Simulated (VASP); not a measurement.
Runs of VASP 6.6.1 on NaCl. Symmetry: Fm-3m, No. 225, cubic system. Conventional cell: a = 5.620 Å, b = 5.620 Å, c = 5.620 Å, α = 90.00°, β = 90.00°, γ = 90.00°. Na (site symmetry m-3m) has 6 Cl at 2.81 Å within 3.7 Å. Within 3.7 Å of Cl (site symmetry m-3m) lie 6 Na at 2.81 Å. 

```csv
level,gap on the mesh (eV),pressure (GPa)
PBEsol,4.97,(a)
RPBE,5.48,(c)
revPBE,5.42,(b)
BLYP,5.19,1.8
```

Alike in all rows: task single point; potentials or basis VASP PAW PBE potentials, release 64 (Na_pv, Cl); no spin polarisation; cell as given; k mesh 4 × 4 × 4; cutoff (eV) 500; smearing gaussian 0.01 eV.

**Question.** Estimate the missing entries.

**Answer.** (a) -0.2; (b) 2.7; (c) 2.9.

Caveats: all runs use coarse meshes; the PAW data sets were made with another functional, which shifts forces and pressure a little.

